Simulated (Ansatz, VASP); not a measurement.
# One calculation of La3GaN4, two programs

```
Ga La N
1.0
     5.74295    0.00000    0.05240
     0.00000    3.84860    0.00000
     0.05688    0.00000    6.88016
Ga La N
1 3 4
Direct
  0.00530 0.00000 0.64910
  0.01373 0.50000 0.16013
  0.53058 0.50000 0.82751
  0.51350 0.00000 0.36221
  0.67122 0.00000 0.67492
  0.59109 0.50000 0.17297
  0.09801 0.50000 0.79122
  0.07657 0.00000 0.36195
```

Alike in both runs: task single point; functional PBE; k mesh 4 × 6 × 4; occupations fermi-dirac, width 0.02 eV; no spin polarisation.

```csv
,VASP,Ansatz
version,VASP 6.6.1,Ansatz 0.2.0
potentials or method,"VASP PAW PBE potentials, release 64 (Ga_d, La, N)","plane waves, PAW"
plane-wave cutoff (eV),520,420
valence electrons in the cell,66,66
```

|  | VASP | Ansatz | Ansatz less VASP |
| --- | --- | --- | --- |
| pressure (GPa) | 1.1 | 1.3 | +0.12 |
| traceless stress, the component that is largest in VASP (GPa) | -0.08 | -0.07 | +0.008 |
| rms of the force components (eV/Å) | 0.104 | 0.095 | -0.0084 |

Atom by atom the forces differ by 0.011 eV/Å (rms over components). With one functional, cell and mesh, what is left measures potentials, basis and numerics.

Spin-orbit coupling is off throughout.
